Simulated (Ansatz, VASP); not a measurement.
# NaI in VASP and in Ansatz

```xyz
4
Lattice="5.4126 0.0000 0.0000 -2.7063 4.6874 0.0000 0.0000 0.0000 6.4632" Properties=species:S:1:pos:R:3 pbc="T T T"
Na    0.0000    3.1250    1.6158
Na    2.7063    1.5625    4.8474
I     2.7063    1.5625    1.6158
I     0.0000    3.1250    4.8474
```

Alike in both runs: task single point; functional PBE; k mesh 6 × 6 × 4; no spin polarisation.

```csv
,VASP,Ansatz
version,VASP 6.6.1,Ansatz 0.2.0
potentials or method,"VASP PAW PBE potentials, release 64 (Na_pv, I)","plane waves, PAW"
plane-wave cutoff (eV),520,420
occupations,"gaussian, width 0.01 eV",fixed
valence electrons in the cell,28,52
```

|  | VASP | Ansatz | Ansatz less VASP |
| --- | --- | --- | --- |
| gap on the k mesh at the Fermi level (eV) | 3.56 | 3.56 | +0.003 |
| pressure (GPa) | 0.4 | 0.4 | -0.01 |

VASP's potentials hold 28 valence electrons a cell and Ansatz's 52, so a difference there can come from the potentials and not from the codes.

Neither program's run includes spin-orbit coupling.
